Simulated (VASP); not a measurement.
**BeZn2O3: single point with PBE**

Crystal: BeZn2O3.

```
Be Zn O
1.0
    -2.28270    2.28270    3.61292
     2.28270   -2.28270    3.61292
     2.28270    2.28270   -3.61292
Be Zn O
1 2 3
Cartesian
  0.0000 0.0000 0.0000
  0.0000 2.2827 0.0000
  2.2827 0.0000 0.0000
  0.0000 2.2827 1.8065
  2.2827 0.0000 1.8065
  0.0000 0.0000 3.6129
```

| Quantity | Value |
| --- | --- |
| Program | VASP 6.6.1 |
| Task | single point |
| Functional | PBE |
| Potentials or basis | VASP PAW PBE potentials, release 64 (Be, Zn, O) |
| Cutoff | 600 eV |
| k mesh | 4 × 4 × 4 |
| Occupations | gaussian, width 0.15 eV |
| Spin | no spin polarisation |

```json
{
  "Pressure": "0.8 GPa",
  "Band gap on the k mesh": "zero (band 22 reaches 0.84 eV, above the bottom of band 23 at 0.32 eV)"
}
```

Stress tensor (GPa, compression positive):
```
0.15 0.00 0.00
0.00 0.15 0.00
0.00 0.00 2.17
```

Levels at points of the mesh, in eV from the Fermi level:
```csv
k point,band 18,band 19,band 20,band 21,band 22,band 23,band 24,band 25,band 26,band 27
"(0.00, 0.00, 0.00)",-1.93,-1.74,-1.74,-1.47,-1.47,-0.52,1.85,1.85,4.13,8.07
"(0.50, 0.00, 0.00)",-2.12,-1.76,-0.72,-0.44,-0.26,0.62,1.71,1.98,4.18,7.98
"(0.50, 0.50, 0.00)",-2.19,-1.35,-0.55,-0.54,0.00,0.17,2.17,3.90,4.76,6.67
"(0.50, 0.50, 0.50)",-0.95,-0.95,-0.91,-0.66,-0.66,1.73,2.13,2.13,3.40,4.64
```

Run time: 34 s on 1 thread of Intel(R) Xeon(R) 6975P-C (Granite Rapids) (shared host), peak memory 0.24 GiB.

Caveat: the k points lie up to 0.49 Å⁻¹ apart.
